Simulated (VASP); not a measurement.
# NiGe (Pnma) in VASP: a series of runs

Runs on NiGe. Level: PBEsol. Tasks: single point.

All numbers are computed with VASP 6.6.1; they aren't measurements. Logs are shortened: lines on timing, memory, paths and dates and some standing lists are left out, and cuts for length are marked.

## (1) The cell of the first run

The structure is orthorhombic, space group Pnma (No. 62). The conventional cell has a = 5.311 Å, b = 3.440 Å, c = 5.739 Å, α = 90.00°, β = 90.00°, γ = 90.00°. Within 3.1 Å of Ni (site symmetry m) lie 6 Ge at 2.32 to 2.49 Å and 4 Ni at 2.75 to 2.77 Å. Within 3.1 Å of Ge (site symmetry m) lie 6 Ni at 2.32 to 2.49 Å and 2 Ge at 2.83 Å.

## (2) Single point, PBEsol

Contents of INCAR:

```
PREC = Accurate ; ENCUT = 520
EDIFF = 1E-7 ; ISMEAR = 0
SIGMA = 0.15 ; LREAL = F
LASPH = T ; NELM = 60
ALGO = Normal ; ISIF = 2
LWAVE = F ; LCHARG = F
GGA = PS ; NBANDS = 58
```

Contents of KPOINTS:

```
Automatic mesh
0
Gamma
  6 10 6
```

Contents of POSCAR:

```
NiGe
1.0
    5.3107947965      0.0000000000      0.0000000000
    0.0000000000      3.4400167657      0.0000000000
    0.0000000000      0.0000000000      5.7392574950
Ni Ge
4 4
Direct
    0.9929865395      0.7500000000      0.1888713130
    0.0070134605      0.2500000000      0.8111286870
    0.5070134605      0.2500000000      0.6888713130
    0.4929865395      0.7500000000      0.3111286870
    0.8116425503      0.7500000000      0.5883967052
    0.1883574497      0.2500000000      0.4116032948
    0.6883574497      0.2500000000      0.0883967052
    0.3116425503      0.7500000000      0.9116032948
```

Potentials or basis: VASP PAW PBE potentials, release 64 (Ni, Ge_d).

Command:

```
> cat potpaw_PBE.64/Ni/POTCAR potpaw_PBE.64/Ge_d/POTCAR > POTCAR
> mpirun -np 1 vasp_std > vasp.out
```

OUTCAR:

```text
PREC = Accurate
   ENCUT = 520
   EDIFF = 1E-7
   ISMEAR = 0
   LREAL = F
   LASPH = T
   NELM = 60
   ISIF = 2
   GGA = PS

 ion  position               nearest neighbor table
   1  0.993  0.750  0.189-   8 2.32   6 2.38   6 2.38   7 2.43   7 2.43   5 2.49   4 2.75   4 2.75
                             2 2.77   2 2.77
   2  0.007  0.250  0.811-   7 2.32   5 2.38   5 2.38   8 2.43   8 2.43   6 2.49   3 2.75   3 2.75
                             1 2.77   1 2.77
   3  0.507  0.250  0.689-   6 2.32   8 2.38   8 2.38   5 2.43   5 2.43   7 2.49   2 2.75   2 2.75
                             4 2.77   4 2.77
   4  0.493  0.750  0.311-   5 2.32   7 2.38   7 2.38   6 2.43   6 2.43   8 2.49   1 2.75   1 2.75
                             3 2.77   3 2.77
   5  0.812  0.750  0.588-   4 2.32   2 2.38   2 2.38   3 2.43   3 2.43   1 2.49   6 2.83   6 2.83

   6  0.188  0.250  0.412-   3 2.32   1 2.38   1 2.38   4 2.43   4 2.43   2 2.49   5 2.83   5 2.83

   7  0.688  0.250  0.088-   2 2.32   4 2.38   4 2.38   1 2.43   1 2.43   3 2.49   8 2.83   8 2.83

   8  0.312  0.750  0.912-   1 2.32   3 2.38   3 2.38   2 2.43   2 2.43   4 2.49   7 2.83   7 2.83

  LATTYP: Found a simple orthorhombic cell.
 ALAT       =     3.4400167657
 B/A-ratio  =     1.5438281724
 C/A-ratio  =     1.6683806754

  Lattice vectors:

 A1 = (   0.0000000000,  -3.4400167657,   0.0000000000)
 A2 = (   5.3107947965,   0.0000000000,   0.0000000000)
 A3 = (   0.0000000000,   0.0000000000,   5.7392574950)

Analysis of symmetry for initial positions (statically):
=====================================================================
 Subroutine PRICEL returns:
 Original cell was already a primitive cell.

 Routine SETGRP: Setting up the symmetry group for a
 simple orthorhombic supercell.

 Subroutine GETGRP returns: Found  8 space group operations
 (whereof  2 operations were pure point group operations)
 out of a pool of  8 trial point group operations.

The static configuration has the point symmetry S_2 .
 The point group associated with its full space group is D_2h.

Analysis of symmetry for dynamics (positions and initial velocities):
=====================================================================
 Subroutine PRICEL returns:
 Original cell was already a primitive cell.

 Routine SETGRP: Setting up the symmetry group for a
 simple orthorhombic supercell.

 Subroutine GETGRP returns: Found  8 space group operations
 (whereof  2 operations were pure point group operations)
 out of a pool of  8 trial point group operations.

The dynamic configuration has the point symmetry S_2 .
 The point group associated with its full space group is D_2h.

 Subroutine INISYM returns: Found  8 space group operations
 (whereof  2 operations are pure point group operations),
 and found     1 'primitive' translations

----------------------------------------------------------------------------------------

                                     Primitive cell

  volume of cell :     104.8518

  direct lattice vectors                    reciprocal lattice vectors
     5.310794796  0.000000000  0.000000000     0.188295733  0.000000000  0.000000000
     0.000000000  3.440016766  0.000000000     0.000000000  0.290696258  0.000000000
     0.000000000  0.000000000  5.739257495     0.000000000  0.000000000  0.174238567

  length of vectors
     5.310794796  3.440016766  5.739257495     0.188295733  0.290696258  0.174238567

  position of ions in fractional coordinates (direct lattice)
     0.992986540  0.750000000  0.188871313
     0.007013460  0.250000000  0.811128687
     0.507013460  0.250000000  0.688871313
     0.492986540  0.750000000  0.311128687
     0.811642550  0.750000000  0.588396705
     0.188357450  0.250000000  0.411603295
     0.688357450  0.250000000  0.088396705
     0.311642550  0.750000000  0.911603295

  ion indices of the primitive-cell ions
   primitive index   ion index
                 1           1
                 2           2
                 3           3
                 4           4
                 5           5
                 6           6
                 7           7
                 8           8

----------------------------------------------------------------------------------------

 KPOINTS: Automatic mesh

Automatic generation of k-mesh.
 Grid dimensions read from file:
 generate k-points for:    6   10    6

 Generating k-lattice:

  Cartesian coordinates                     Fractional coordinates (reciprocal lattice)
     0.031382622  0.000000000  0.000000000     0.166666667  0.000000000  0.000000000
     0.000000000  0.029069626  0.000000000     0.000000000  0.100000000  0.000000000
     0.000000000  0.000000000  0.029039761     0.000000000  0.000000000  0.166666667

  Length of vectors
     0.031382622  0.029069626  0.029039761

  Shift w.r.t. Gamma in fractional coordinates (k-lattice)
     0.000000000  0.000000000  0.000000000

 Subroutine IBZKPT returns following result:
 ===========================================

 Found     96 irreducible k-points:

 Following reciprocal coordinates:
            Coordinates               Weight
  0.000000  0.000000  0.000000      1.000000
  0.166667  0.000000  0.000000      2.000000
  0.333333  0.000000  0.000000      2.000000
  0.500000  0.000000  0.000000      1.000000
  0.000000  0.100000  0.000000      2.000000
  0.166667  0.100000  0.000000      4.000000
[... 16 lines left out ...]
  0.333333  0.500000  0.000000      2.000000
  0.500000  0.500000  0.000000      1.000000
 [... further k-points ...]
   k-points           NKPTS =     96   k-points in BZ     NKDIM =     96   number of bands    NBANDS=     58
   number of dos      NEDOS =    301   number of ions     NIONS =      8
   total plane-waves  NPLWV =  53760
   dimension x,y,z NGX =    40 NGY =   28 NGZ =   48
   dimension x,y,z NGXF=    80 NGYF=   56 NGZF=   96
   ions per type =               4   4
   NGX,Y,Z   is equivalent  to a cutoff of  12.52, 13.53, 13.90 a.u.
   NGXF,Y,Z  is equivalent  to a cutoff of  25.04, 27.06, 27.81 a.u.
 SYSTEM =  unknown system
   PREC   = accura    normal or accurate (medium, high low for compatibility)
   ISTART =      0    job   : 0-new  1-cont  2-samecut
   ICHARG =      2    charge: 1-file 2-atom 10-const
   ISPIN  =      1    spin polarized calculation?
   LNONCOLLINEAR =      F non collinear calculations
   LSORBIT =      F    spin-orbit coupling
   LASPH  =      T    aspherical Exc in radial PAW
   ENCUT  =  520.0 eV  38.22 Ry    6.18 a.u.   9.87  6.40 10.67*2*pi/ulx,y,z
   NELM   =     60;   NELMIN=  2; NELMDL= -5     # of ELM steps
   EDIFF  = 0.1E-06   stopping-criterion for ELM
   LREAL  =      F    real-space projection
   EDIFFG = 0.1E-05   stopping-criterion for IOM
   NSW    =      0    number of steps for IOM
   IBRION =     -1    ionic relax: 0-MD 1-quasi-New 2-CG
   NFREE  =      0    steps in history (QN), initial steepest desc. (CG)
   ISIF   =      2    stress and relaxation
   ISYM   =      2    0-nonsym 1-usesym 2-fastsym
   POTIM  = 0.5000    time-step for ionic-motion
   TEBEG  =    0.0;   TEEND  =   0.0 temperature during run
   PSTRESS=    0.0 pullay stress
   NELECT =      96.0000    total number of electrons
   NUPDOWN=      -1.0000    fix difference up-down
   EMIN   =  10.00;   EMAX   =-10.00  energy-range for DOS
   EFERMI =   0.00;   METHOD = LEGACY
   ISMEAR =     0;   SIGMA  =   0.15  broadening in eV -4-tet -1-fermi 0-gaus
   EFERMI_NEDOS =   21; number of points for ismear=-14 and -15
   IALGO  =     38    algorithm
   IMIX   =      4    mixing-type and parameters
     AMIX     =   0.40;   BMIX     =  1.00
     AMIX_MAG =   1.60;   BMIX_MAG =  1.00
  volume/ion in A,a.u.               =      13.11        88.45
  Fermi-wavevector in a.u.,A,eV,Ry     =   1.589669  3.004038 34.382559  2.527047
  Thomas-Fermi vector in A             =   2.688483
   LORBIT       =      0    0 simple, 1 ext, 2 COOP (PROOUT), +10 PAW based schemes
   GGA     = PS    functional components
   LHFCALC =     F    Hartree Fock is set to
   AEXX    =    0.0000 exact exchange contribution
   IVDW    =     0    specifies the selected vdW correction
   LEPSILON=     F    determine dielectric tensor
   LRPA    =     F    only Hartree local field effects (RPA)
 non-spin polarized calculation
 Gauss-broadening in eV      SIGMA  =   0.15
  energy-cutoff  :      520.00
  volume of cell :      104.85
 maximum number of plane-waves:      2847
 NGX is ok and might be reduce to    40
   NGX = 19   NGY = 13   NGZ = 21

 number of electron      96.0000027 magnetization

 Free energy of the ion-electron system (eV)
  ---------------------------------------------------
  ext. energy  EPLUGINS =         0.00000000
  ---------------------------------------------------
  free energy    TOTEN  =       -47.29712327 eV

  energy without entropy =      -47.27042223  energy(sigma->0) =      -47.28377275

 E-fermi :   9.0475     XC(G=0): -12.8251

 val. band max:        9.0468428534   @ k =   0.0000   0.4000   0.1667
 cond. band min:       9.0795452812   @ k =   0.3333   0.3000   0.1667
 fundamental gap:      0.0327024278
 Fermi energy:         9.0475146322

 k-point     1 :       0.0000    0.0000    0.0000
  band No.  band energies     occupation
      1     -15.5578      2.00000
      2     -15.5435      2.00000
      3     -15.5356      2.00000
      4     -15.5332      2.00000
      5     -15.5169      2.00000
      6     -15.4952      2.00000
[... 50 lines left out ...]
     57      15.7708      0.00000
     58      15.8680      0.00000

 k-point     2 :       0.1667    0.0000    0.0000
  band No.  band energies     occupation
      1     -15.5567      2.00000
      2     -15.5443      2.00000
      3     -15.5347      2.00000
      4     -15.5323      2.00000
      5     -15.5168      2.00000
      6     -15.4977      2.00000
[... 50 lines left out ...]
     57      15.2211      0.00000
     58      15.5812      0.00000

 k-point     3 :       0.3333    0.0000    0.0000
  band No.  band energies     occupation
      1     -15.5538      2.00000
      2     -15.5467      2.00000
      3     -15.5321      2.00000
      4     -15.5304      2.00000
      5     -15.5161      2.00000
      6     -15.5054      2.00000
[... 1216 lines left out ...]
      3     -15.5379      2.00000
      4     -15.5379      2.00000
      5     -15.5059      2.00000
      6     -15.5059      2.00000
[... 50 lines left out ...]
     57      15.9792      0.00000
     58      15.9792      0.00000

 k-point    24 :       0.5000    0.5000    0.0000
  band No.  band energies     occupation
      1     -15.5379      2.00000
      2     -15.5379      2.00000
      3     -15.5379      2.00000
      4     -15.5379      2.00000
      5     -15.5006      2.00000
      6     -15.5006      2.00000
[... 50 lines left out ...]
     57      17.0399      0.00000
     58      17.0399      0.00000

 [... further k-points ...]
[... 5 lines left out ...]
  --------------------------------------------------------------------------------------
  -------------------------------------------------------------------------------------
  Total        0.4202204      0.0115819      0.0123918      0.0000000      0.0000000      0.0000000
  in kB        6.4211361      0.1769755      0.1893518      0.0000000      0.0000000      0.0000000
  external PRESSURE =       2.2624878 kB  Pullay stress =       0.0000000 kB

 VOLUME and BASIS-vectors are now :
 -----------------------------------------------------------------------------
  energy-cutoff  :      520.00
  volume of cell :      104.85
      direct lattice vectors                 reciprocal lattice vectors
     5.310794796  0.000000000  0.000000000     0.188295733  0.000000000  0.000000000
     0.000000000  3.440016766  0.000000000     0.000000000  0.290696258  0.000000000
     0.000000000  0.000000000  5.739257495     0.000000000  0.000000000  0.174238567

 POSITION                                       TOTAL-FORCE (eV/Angst)
 -----------------------------------------------------------------------------------
      5.27355      2.58001      1.08398        -0.009427     -0.000000     -0.001489
      0.03725      0.86000      4.65528         0.009427      0.000000      0.001489
      2.69264      0.86000      3.95361         0.009427     -0.000000     -0.001489
      2.61815      2.58001      1.78565        -0.009427     -0.000000      0.001489
      4.31047      2.58001      3.37696        -0.012979      0.000000      0.000106
      1.00033      0.86000      2.36230         0.012979      0.000000     -0.000106
      3.65573      0.86000      0.50733         0.012979      0.000000      0.000106
      1.65507      2.58001      5.23193        -0.012979     -0.000000     -0.000106
 -----------------------------------------------------------------------------------
    total drift:                                0.000000      0.000000     -0.000000

  FREE ENERGIE OF THE ION-ELECTRON SYSTEM (eV)
  ---------------------------------------------------
  free  energy   TOTEN  =       -47.2971232657 eV

  energy  without entropy=      -47.2704222303  energy(sigma->0) =      -47.28377275
```

Wall time 4.2 min (1 thread of Intel Xeon 6975P-C (Granite Rapids), shared host); peak memory 0.52 GiB.

What came out:

```yaml
Free_energy: -47.2971 eV
Pressure: 0.2 GPa
Largest_force: 0.013 eV/Å
Band_gap_on_the_k_mesh: zero (bands 48 and 49 overlap by 1.62 eV)
```

Forces in eV/Å, atoms in the order of the input:
```
Ni  -0.009  0.000 -0.001
Ni   0.009  0.000  0.001
Ni   0.009  0.000 -0.001
Ni  -0.009  0.000  0.001
Ge  -0.013  0.000  0.000
Ge   0.013  0.000  0.000
Ge   0.013  0.000  0.000
Ge  -0.013  0.000  0.000
```

Stress tensor (GPa, compression positive):
```
0.64 0.00 0.00
0.00 0.02 0.00
0.00 0.00 0.02
```

Levels at points of the mesh, in eV from the Fermi level:
```csv
k point,band 44,band 45,band 46,band 47,band 48,band 49,band 50,band 51,band 52,band 53
"(0.00, 0.00, 0.00)",-1.75,-1.65,-1.07,-0.95,-0.85,0.73,0.82,4.01,4.11,4.45
"(0.50, 0.00, 0.00)",-1.71,-1.60,-1.60,0.81,0.81,1.49,1.49,3.21,3.21,4.60
"(0.00, 0.50, 0.00)",-1.76,-1.64,-1.64,-1.25,-1.25,-0.51,-0.51,2.06,2.06,2.25
"(0.50, 0.50, 0.00)",-1.79,-1.41,-1.41,-1.41,-1.41,0.35,0.35,0.35,0.35,4.26
"(0.00, 0.00, 0.50)",-1.81,-1.26,-1.26,-0.17,-0.17,1.12,1.12,2.72,2.72,4.46
"(0.50, 0.00, 0.50)",-1.79,-0.93,-0.93,0.74,0.74,2.60,2.60,2.64,2.64,2.68
"(0.00, 0.50, 0.50)",-1.71,-1.67,-1.67,-1.52,-1.52,0.42,0.42,0.74,0.74,2.27
"(0.50, 0.50, 0.50)",-1.86,-1.59,-1.59,-1.59,-1.59,2.57,2.57,2.57,2.57,3.36
```

Caveat: the PAW data sets were made with another functional, which shifts forces and pressure a little. Spin polarisation is off, so any magnetic state and its effect on volume and gap are missing.

## (3) Single point, PBEsol (12.32 Å³/atom)

This run uses another cell than the first one, of 12.32 Å³/atom.

Contents of INCAR:

```
PREC = Accurate
ENCUT = 520
EDIFF = 1E-6
ISMEAR = 0
SIGMA = 0.1
LREAL = F
LASPH = T
NELM = 100
ALGO = Normal
ISIF = 2
LWAVE = F
LCHARG = T
GGA = PS
LELF = T
LVHAR = T
NBANDS = 58
```

Contents of KPOINTS:

```
regular mesh
0
Gamma
  8 10 6
```

Contents of POSCAR:

```
NiGe
1.0
    5.2132549959      0.0000000000      0.0000000000
    0.0000000000      3.3882784304      0.0000000000
    0.0000000000      0.0000000000      5.5797608420
Ni Ge
4 4
Direct
    0.9901373710      0.7500000000      0.1854121330
    0.0098626290      0.2500000000      0.8145878670
    0.5098626290      0.2500000000      0.6854121330
    0.4901373710      0.7500000000      0.3145878670
    0.8155673401      0.7500000000      0.5902458577
    0.1844326599      0.2500000000      0.4097541423
    0.6844326599      0.2500000000      0.0902458577
    0.3155673401      0.7500000000      0.9097541423
```

Potentials or basis: VASP PAW PBE potentials, release 64 (Ni, Ge_d).

Command:

```
> cat potpaw_PBE.64/Ni/POTCAR potpaw_PBE.64/Ge_d/POTCAR > POTCAR
> mpirun -np 1 vasp_std > vasp.out
```

Run time: 6.5 min. Hardware: 1 thread of Intel Xeon Platinum 8488C (Sapphire Rapids), shared host; peak memory 0.58 GiB.

The run converged. Its results:

* Free energy: -47.0779 eV
* Pressure: 11.2 GPa
* Largest force: 0.007 eV/Å
* Band gap on the k mesh: zero (bands 48 and 49 overlap by 1.68 eV)

Forces in eV/Å, atoms in the order of the input:
```
Ni  -0.004  0.000  0.000
Ni   0.004  0.000  0.000
Ni   0.004  0.000  0.000
Ni  -0.004  0.000  0.000
Ge  -0.001  0.000  0.007
Ge   0.001  0.000 -0.007
Ge   0.001  0.000  0.007
Ge  -0.001  0.000 -0.007
```

Stress tensor (GPa, compression positive):
```
11.25  0.00  0.00
 0.00 11.15  0.00
 0.00  0.00 11.24
```

Levels at points of the mesh, in eV from the Fermi level:
| k point | band 45 | band 46 | band 47 | band 48 | band 49 | band 50 | band 51 | band 52 |
| --- | --- | --- | --- | --- | --- | --- | --- | --- |
| (0.00, 0.00, 0.00) | -1.66 | -1.21 | -1.12 | -0.93 | 0.80 | 0.87 | 4.13 | 4.19 |
| (0.50, 0.00, 0.00) | -1.73 | -1.73 | 0.84 | 0.84 | 1.38 | 1.38 | 3.42 | 3.42 |
| (0.00, 0.50, 0.00) | -1.82 | -1.82 | -1.31 | -1.31 | -0.56 | -0.56 | 2.21 | 2.21 |
| (0.50, 0.50, 0.00) | -1.57 | -1.57 | -1.57 | -1.57 | 0.46 | 0.46 | 0.46 | 0.46 |
| (0.00, 0.00, 0.50) | -1.34 | -1.34 | -0.16 | -0.16 | 1.07 | 1.07 | 2.96 | 2.96 |
| (0.50, 0.00, 0.50) | -0.97 | -0.97 | 0.73 | 0.73 | 2.67 | 2.67 | 2.86 | 2.86 |
| (0.00, 0.50, 0.50) | -1.82 | -1.82 | -1.63 | -1.63 | 0.41 | 0.41 | 0.87 | 0.87 |
| (0.50, 0.50, 0.50) | -1.75 | -1.75 | -1.75 | -1.75 | 2.81 | 2.81 | 2.81 | 2.81 |

Caveat: the cell stands under pressure; the PAW data sets were made with another functional, which shifts forces and pressure a little.

[end of part 1 of 2]
